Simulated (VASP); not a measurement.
# RuC18 in VASP: further runs

Runs on RuC18. Level: PBE+D3(BJ). Tasks: single point.

Program: VASP 6.6.1. These are calculated values, not measurements. Logs are shortened: lines on timing, memory, paths and dates and some standing lists are left out, and cuts for length are marked.

## 1. The cell of the first run

The cell holds a slab with vacuum, 19 atoms: a = 7.398 Å, b = 7.398 Å, c = 11.000 Å, α = 90.00°, β = 90.00°, γ = 120.00°.

## 2. Single point, PBE+D3(BJ)

INCAR reads:

```
SYSTEM = RuC18
ALGO     = Normal         ! electronic algorithm
EDIFF    = 1E-6           ! SCF threshold, eV
ENCUT    = 520            ! plane-wave cutoff, eV
GGA      = PE             ! functional
ISIF     = 2              ! what is computed and relaxed
ISMEAR   = -1             ! smearing method
IVDW     = 12             ! dispersion correction
LASPH    = .TRUE.         ! aspherical terms in the spheres
LCHARG   = .FALSE.        ! write CHGCAR
LREAL    = Auto         
LWAVE    = .FALSE.        ! write WAVECAR
NBANDS   = 58             ! bands
NELM     = 80             ! most SCF steps
PREC     = Accurate       ! precision mode
SIGMA    = 0.05           ! smearing width, eV
```

KPOINTS reads:

```
k-points
0
G
  2 2 1
  0 0 0
```

POSCAR reads:

```
RuC18
1.0
    7.3980000000      0.0000000000      0.0000000000
   -3.6990000000      6.4068560000      0.0000000000
    0.0000000000      0.0000000000     11.0000000000
C Ru
18 1
Direct
   -0.0041457572     -0.0115529364      0.0964922727
    0.2167476586      0.1003601454      0.0946424545
   -0.0040805557      0.3211673557      0.0918970909
    0.2172622226      0.4313095222      0.0924184545
   -0.0054785774      0.6541117828      0.0965673636
    0.2174243650      0.7650471620      0.0968157273
    0.3288912897     -0.0110765717      0.0928959091
    0.5525843417      0.1019245633      0.0838733636
    0.3284614584      0.3211437872      0.0920778182
    0.5514627160      0.4332138884      0.0926450909
    0.3280822425      0.6529957908      0.0941058182
    0.5508503470      0.7651145897      0.0968592727
    0.6633641550     -0.0110245962      0.0924663636
    0.8869047161      0.1003841822      0.0943596364
    0.6640114213      0.3248014315      0.0896017273
    0.8849683122      0.4332056160      0.0924826364
    0.6628234828      0.6541211477      0.0966780909
    0.8842265207      0.7652446067      0.0966281818
    0.4766349243      0.9478837982      0.2501295455
```

Potentials or basis: VASP PAW PBE potentials, release 64 (C, Ru_pv).

Run with:

```
> cat potpaw_PBE.64/C/POTCAR potpaw_PBE.64/Ru_pv/POTCAR > POTCAR
> mpirun -np 1 vasp_std > vasp.out
```

OUTCAR:

```text
SYSTEM = RuC18
   EDIFF = 1E-6
   ENCUT = 520
   GGA = PE
   ISIF = 2
   ISMEAR = -1
   IVDW = 12
   LASPH = .TRUE.
   LREAL = Auto
   NELM = 80
   PREC = Accurate
 IVDW          = 12

 ion  position               nearest neighbor table
   1  0.996  0.988  0.096-   2 1.42  14 1.42  18 1.43
   2  0.217  0.100  0.095-   9 1.41   1 1.42   7 1.43
   3  0.996  0.321  0.092-  14 1.41   4 1.42  16 1.43
   4  0.217  0.431  0.092-   3 1.42   9 1.42  11 1.42
   5  0.995  0.654  0.097-  16 1.42  18 1.42   6 1.43
   6  0.217  0.765  0.097-  11 1.43   5 1.43   7 1.43  19 2.40
   7  0.329  0.989  0.093-   2 1.43   6 1.43   8 1.44  19 2.15
   8  0.553  0.102  0.084-  15 1.43  13 1.44   7 1.44  19 2.08
   9  0.328  0.321  0.092-   2 1.41   4 1.42  10 1.43
  10  0.551  0.433  0.093-  17 1.42  15 1.42   9 1.43
  11  0.328  0.653  0.094-   4 1.42   6 1.43  12 1.43  19 2.55
  12  0.551  0.765  0.097-  11 1.43  17 1.43  13 1.44  19 2.39
  13  0.663  0.989  0.092-  14 1.43  12 1.44   8 1.44  19 2.14
  14  0.887  0.100  0.094-   3 1.41   1 1.42  13 1.43
  15  0.664  0.325  0.090-  16 1.42  10 1.42   8 1.43
  16  0.885  0.433  0.092-   5 1.42  15 1.42   3 1.43
  17  0.663  0.654  0.097-  10 1.42  18 1.42  12 1.43
  18  0.884  0.765  0.097-  17 1.42   5 1.42   1 1.43
  19  0.477  0.948  0.250-   8 2.08  13 2.14   7 2.15  12 2.39   6 2.40  11 2.55

  LATTYP: Found a hexagonal cell.
 ALAT       =     7.3980000000
 C/A-ratio  =     1.4868883482

  Lattice vectors:

 A1 = (   7.3980000000,   0.0000000000,   0.0000000000)
 A2 = (  -3.6990000000,   6.4068560000,   0.0000000000)
 A3 = (   0.0000000000,   0.0000000000,  11.0000000000)

Analysis of symmetry for initial positions (statically):
=====================================================================
 Subroutine PRICEL returns:
 Original cell was already a primitive cell.

 Routine SETGRP: Setting up the symmetry group for a
 hexagonal supercell.

 Subroutine GETGRP returns: Found  1 space group operations
 (whereof  1 operations were pure point group operations)
 out of a pool of 24 trial point group operations.

The static configuration has the point symmetry C_1 .

Analysis of symmetry for dynamics (positions and initial velocities):
=====================================================================
 Subroutine PRICEL returns:
 Original cell was already a primitive cell.

 Routine SETGRP: Setting up the symmetry group for a
 hexagonal supercell.

 Subroutine GETGRP returns: Found  1 space group operations
 (whereof  1 operations were pure point group operations)
 out of a pool of 24 trial point group operations.

The dynamic configuration has the point symmetry C_1 .

 Subroutine INISYM returns: Found  1 space group operations
 (whereof  1 operations are pure point group operations),
 and found     1 'primitive' translations

----------------------------------------------------------------------------------------

                                     Primitive cell

  volume of cell :     521.3771

  direct lattice vectors                    reciprocal lattice vectors
     7.398000000  0.000000000  0.000000000     0.135171668  0.078041398  0.000000000
    -3.699000000  6.406856000  0.000000000     0.000000000  0.156082796  0.000000000
     0.000000000  0.000000000 11.000000000     0.000000000  0.000000000  0.090909091

  length of vectors
     7.398000000  7.398000054 11.000000000     0.156082797  0.156082796  0.090909091

  position of ions in fractional coordinates (direct lattice)
     0.995854243  0.988447064  0.096492273
     0.216747659  0.100360145  0.094642454
     0.995919444  0.321167356  0.091897091
     0.217262223  0.431309522  0.092418454
     0.994521423  0.654111783  0.096567364
     0.217424365  0.765047162  0.096815727
[... 11 lines left out ...]
     0.884226521  0.765244607  0.096628182
     0.476634924  0.947883798  0.250129546

  ion indices of the primitive-cell ions
   primitive index   ion index
                 1           1
                 2           2
                 3           3
                 4           4
                 5           5
                 6           6
[... 11 lines left out ...]
                18          18
                19          19

----------------------------------------------------------------------------------------

 KPOINTS: k-points

Automatic generation of k-mesh.
 Grid dimensions read from file:
 generate k-points for:    2    2    1

 Generating k-lattice:

  Cartesian coordinates                     Fractional coordinates (reciprocal lattice)
     0.067585834  0.039020699  0.000000000     0.500000000 -0.000000000  0.000000000
     0.000000000  0.078041398  0.000000000     0.000000000  0.500000000  0.000000000
     0.000000000  0.000000000  0.090909091     0.000000000  0.000000000  1.000000000

  Length of vectors
     0.078041399  0.078041398  0.090909091

  Shift w.r.t. Gamma in fractional coordinates (k-lattice)
     0.000000000  0.000000000  0.000000000

 Subroutine IBZKPT returns following result:
 ===========================================

 Found      4 irreducible k-points:

 Following reciprocal coordinates:
            Coordinates               Weight
  0.000000  0.000000  0.000000      1.000000
  0.500000 -0.000000  0.000000      1.000000
  0.000000  0.500000  0.000000      1.000000
  0.500000  0.500000  0.000000      1.000000
   k-points           NKPTS =      4   k-points in BZ     NKDIM =      4   number of bands    NBANDS=     58
   number of dos      NEDOS =    301   number of ions     NIONS =     19
   total plane-waves  NPLWV = 263424
   dimension x,y,z NGX =    56 NGY =   56 NGZ =   84
   dimension x,y,z NGXF=   112 NGYF=  112 NGZF=  168
   ions per type =              18   1
   NGX,Y,Z   is equivalent  to a cutoff of  12.58, 12.58, 12.70 a.u.
   NGXF,Y,Z  is equivalent  to a cutoff of  25.17, 25.17, 25.39 a.u.
 SYSTEM =  RuC18
   PREC   = accura    normal or accurate (medium, high low for compatibility)
   ISTART =      0    job   : 0-new  1-cont  2-samecut
   ICHARG =      2    charge: 1-file 2-atom 10-const
   ISPIN  =      1    spin polarized calculation?
   LNONCOLLINEAR =      F non collinear calculations
   LSORBIT =      F    spin-orbit coupling
   LASPH  =      T    aspherical Exc in radial PAW
   ENCUT  =  520.0 eV  38.22 Ry    6.18 a.u.  13.76 13.76 20.45*2*pi/ulx,y,z
   NELM   =     80;   NELMIN=  2; NELMDL= -5     # of ELM steps
   EDIFF  = 0.1E-05   stopping-criterion for ELM
   LREAL  =      T    real-space projection
   EDIFFG = 0.1E-04   stopping-criterion for IOM
   NSW    =      0    number of steps for IOM
   IBRION =     -1    ionic relax: 0-MD 1-quasi-New 2-CG
   NFREE  =      0    steps in history (QN), initial steepest desc. (CG)
   ISIF   =      2    stress and relaxation
   ISYM   =      2    0-nonsym 1-usesym 2-fastsym
   POTIM  = 0.5000    time-step for ionic-motion
   TEBEG  =    0.0;   TEEND  =   0.0 temperature during run
   PSTRESS=    0.0 pullay stress
   NELECT =      86.0000    total number of electrons
   NUPDOWN=      -1.0000    fix difference up-down
   EMIN   =  10.00;   EMAX   =-10.00  energy-range for DOS
   EFERMI =   0.00;   METHOD = LEGACY
   ISMEAR =    -1;   SIGMA  =   0.05  broadening in eV -4-tet -1-fermi 0-gaus
   EFERMI_NEDOS =   21; number of points for ismear=-14 and -15
   IALGO  =     38    algorithm
   IMIX   =      4    mixing-type and parameters
     AMIX     =   0.40;   BMIX     =  1.00
     AMIX_MAG =   1.60;   BMIX_MAG =  1.00
  volume/ion in A,a.u.               =      27.44       185.18
  Fermi-wavevector in a.u.,A,eV,Ry     =   0.897822  1.696638 10.967447  0.806085
  Thomas-Fermi vector in A             =   2.020454
   LORBIT       =      0    0 simple, 1 ext, 2 COOP (PROOUT), +10 PAW based schemes
   GGA     = PE    functional components
   LHFCALC =     F    Hartree Fock is set to
   AEXX    =    0.0000 exact exchange contribution
   IVDW    =    12    specifies the selected vdW correction
   LEPSILON=     F    determine dielectric tensor
   LRPA    =     F    only Hartree local field effects (RPA)
 non-spin polarized calculation
  energy-cutoff  :      520.00
  volume of cell :      521.38
 maximum number of plane-waves:     14099
 NGX is ok and might be reduce to    56
   NGX = 27   NGY = 27   NGZ = 41

 number of electron      85.9999996 magnetization

 Free energy of the ion-electron system (eV)
  ---------------------------------------------------
  ext. energy  EPLUGINS =         0.00000000
  ---------------------------------------------------
  free energy    TOTEN  =      -169.76289173 eV

  energy without entropy =     -169.71638570  energy(sigma->0) =     -169.73963871

 E-fermi :  -0.4205     XC(G=0):  -4.4479

 val. band max:       -0.4312712791   @ k =   0.0000   0.5000   0.0000
 cond. band min:      -0.3586433620   @ k =   0.5000  -0.0000   0.0000
 fundamental gap:      0.0726279171
 Fermi energy:        -0.4204527342

 k-point     1 :       0.0000    0.0000    0.0000
  band No.  band energies     occupation
      1     -42.6366      2.00000
      2     -42.4129      2.00000
      3     -42.2761      2.00000
      4     -20.4632      2.00000
      5     -18.1048      2.00000
      6     -17.9633      2.00000
[... 47 lines left out ...]
     54       4.1970      0.00000
     55       4.2339      0.00000

 k-point     2 :       0.5000   -0.0000    0.0000
  band No.  band energies     occupation
      1     -42.6366      2.00000
      2     -42.4129      2.00000
      3     -42.2761      2.00000
      4     -19.9087      2.00000
      5     -19.7131      2.00000
      6     -18.5255      2.00000
[... 47 lines left out ...]
     54       4.1469      0.00000
     55       4.4321      0.00000

 k-point     3 :       0.0000    0.5000    0.0000
  band No.  band energies     occupation
      1     -42.6366      2.00000
      2     -42.4129      2.00000
      3     -42.2761      2.00000
      4     -19.9003      2.00000
      5     -19.7244      2.00000
      6     -18.5355      2.00000
[... 47 lines left out ...]
     54       4.1238      0.00000
     55       4.4305      0.00000

 k-point     4 :       0.5000    0.5000    0.0000
  band No.  band energies     occupation
      1     -42.6366      2.00000
      2     -42.4129      2.00000
      3     -42.2761      2.00000
      4     -19.9092      2.00000
      5     -19.7125      2.00000
      6     -18.5252      2.00000
[... 47 lines left out ...]
     54       4.1466      0.00000
     55       4.4322      0.00000
 [bands above 55 left out]

------------------------ aborting loop because EDIFF is reached ----------------------------------------

 Edisp (eV)   -1.88654

 E8    (eV) :    -0.6222

  FORCE on cell =-STRESS in cart. coord.  units (eV):
  Direction    XX          YY          ZZ          XY          YZ          ZX
  --------------------------------------------------------------------------------------
  -------------------------------------------------------------------------------------
  Total       5.23213     5.90514    -0.43544     0.03521    -1.53833    -0.02618
  in kB      16.07818    18.14633    -1.33811     0.10821    -4.72724    -0.08044
  external pressure =       10.96 kB  Pullay stress =        0.00 kB

 VOLUME and BASIS-vectors are now :
 -----------------------------------------------------------------------------
  energy-cutoff  :      520.00
  volume of cell :      521.38
      direct lattice vectors                 reciprocal lattice vectors
     7.398000000  0.000000000  0.000000000     0.135171668  0.078041398  0.000000000
    -3.699000000  6.406856000  0.000000000     0.000000000  0.156082796  0.000000000
     0.000000000  0.000000000 11.000000000     0.000000000  0.000000000  0.090909091

 POSITION                                       TOTAL-FORCE (eV/Angst)
 -----------------------------------------------------------------------------------
      3.71106      6.33284      1.06141         0.004382      0.041435      0.000852
      1.23227      0.64299      1.04107        -0.004671      0.047422     -0.000269
      6.17981      2.05767      1.01087         0.002357      0.045215      0.024911
      0.01189      2.76334      1.01660         0.004998      0.042280      0.053372
      4.93791      4.19080      1.06224        -0.008666      0.046831      0.017429
     -1.22140      4.90155      1.06497        -0.005139      0.055375      0.016316
[... 11 lines left out ...]
      3.71087      4.90281      1.06291         0.008786      0.049395      0.009664
      0.01992      6.07295      2.75143        -0.014997     -0.881379     -0.129926
 -----------------------------------------------------------------------------------
    total drift:                               -0.020826      0.004925     -0.000536

  FREE ENERGIE OF THE ION-ELECTRON SYSTEM (eV)
  ---------------------------------------------------
  free  energy   TOTEN  =      -171.6494346988 eV

  energy  without entropy=     -171.6029286676  energy(sigma->0) =     -171.62618168
```

Run time: 3.1 min. Hardware: 1 thread of AMD EPYC 9R45 (Zen 5), shared host; peak memory 0.53 GiB.

Results:

| Quantity | Value |
| --- | --- |
| Free energy | -171.6494 eV |
| Largest force | 0.891 eV/Å |
| Band gap on the k mesh | zero (band 43 reaches -0.18 eV, above the bottom of band 44 at -0.43 eV) |
| Dispersion energy per atom | -0.099 eV |

Forces in eV/Å, atoms in the order of the input:
```
C    0.004  0.041  0.001
C   -0.005  0.047  0.000
C    0.002  0.045  0.025
C    0.005  0.042  0.053
C   -0.009  0.047  0.017
C   -0.005  0.055  0.016
C   -0.021  0.055 -0.072
C   -0.002  0.066  0.058
C    0.006  0.045  0.027
C    0.006  0.045  0.004
C   -0.003  0.047  0.035
C    0.004  0.055  0.021
C    0.019  0.050 -0.068
C    0.009  0.046 -0.004
C   -0.004  0.051 -0.011
C   -0.006  0.046  0.000
C    0.006  0.048  0.017
C    0.009  0.049  0.010
Ru  -0.015 -0.881 -0.130
```

Caveat: the k points lie up to 0.49 Å⁻¹ apart.

## 3. Single point, PBE+D3(BJ)

INCAR reads:

```
PREC = Accurate
ENCUT = 520
EDIFF = 1E-6
ISMEAR = -1
SIGMA = 0.05
LREAL = Auto
LASPH = True
NELM = 80
ALGO = Normal
ISIF = 2
LWAVE = False
LCHARG = True
GGA = PE
IVDW = 12
LELF = True
LVHAR = True
NBANDS = 58
```

KPOINTS reads:

```
Automatic mesh
0
Gamma
  2 2 1
```

POSCAR reads:

```
RuC18
1.0
    7.3980000000      0.0000000000      0.0000000000
   -3.6990000000      6.4068560000      0.0000000000
    0.0000000000      0.0000000000     11.0000000000
C Ru
18 1
Direct
   -0.0031267226     -0.0123221124      0.0963877273
    0.2179421096      0.0995349357      0.0946863636
   -0.0030399964      0.3203593151      0.0905264545
    0.2184582315      0.4309010535      0.0898648182
   -0.0038186469      0.6535400515      0.0960702727
    0.2179728251      0.7632795243      0.0961082727
    0.3302260142     -0.0123189908      0.0959231818
    0.5532815702      0.1005263736      0.0804029091
    0.3294148039      0.3203302837      0.0906852727
    0.5520337230      0.4324275432      0.0923853636
    0.3289728755      0.6519765701      0.0923337273
    0.5513350890      0.7633179207      0.0961140909
    0.6636253595     -0.0122869938      0.0954127273
    0.8877122279      0.0995588164      0.0943773636
    0.6647153341      0.3233849801      0.0900550909
    0.8864137267      0.4324270750      0.0922396364
    0.6633914282      0.6535473874      0.0961574545
    0.8854137267      0.7648328603      0.0964580909
    0.5156273383      1.0209143143      0.2574476364
```

Potentials or basis: VASP PAW PBE potentials, release 64 (C, Ru_pv).

Run with:

```
> cat potpaw_PBE.64/C/POTCAR potpaw_PBE.64/Ru_pv/POTCAR > POTCAR
> mpirun -np 1 vasp_std > vasp.out
```

Wall time 3.4 min (1 thread of AMD EPYC 9R45 (Zen 5), shared host); peak memory 0.53 GiB.

The run converged. Its results:

| Item | Value |
| --- | --- |
| Free energy | -171.2338 eV |
| Largest force | 0.729 eV/Å |
| Band gap on the k mesh | zero (band 43 reaches -0.56 eV, above the bottom of band 44 at -0.69 eV) |
| Dispersion energy per atom | -0.101 eV |

Forces in eV/Å, atoms in the order of the input:
```
C    0.013  0.034  0.013
C    0.005  0.037  0.005
C   -0.003  0.035 -0.010
C    0.000  0.025  0.016
C   -0.003  0.045  0.001
C   -0.011  0.042  0.033
C   -0.011  0.042  0.015
C   -0.005  0.071  0.032
C    0.012  0.032 -0.005
C    0.009  0.035 -0.038
C    0.005  0.026  0.023
C    0.000  0.039  0.035
C    0.007  0.037 -0.003
C    0.009  0.045 -0.006
C   -0.009  0.062 -0.097
C   -0.006  0.038 -0.043
C    0.010  0.040 -0.001
C    0.007  0.043 -0.001
Ru  -0.030 -0.727  0.031
```

Levels at points of the mesh, in eV from the Fermi level:
```csv
k point,band 41,band 42,band 43,band 44,band 45,band 46
"(0.00, 0.00, 0.00)",-0.71,-0.59,0.11,0.55,0.66,0.98
"(0.50, 0.00, 0.00)",-0.64,-0.54,-0.26,0.07,1.23,1.78
"(0.00, 0.50, 0.00)",-0.61,-0.49,-0.10,-0.03,1.24,1.68
"(0.50, 0.50, 0.00)",-0.63,-0.54,-0.27,0.07,1.22,1.79
```

Caveat: the k points lie up to 0.49 Å⁻¹ apart.

(Part 1 of 2 ends here.)
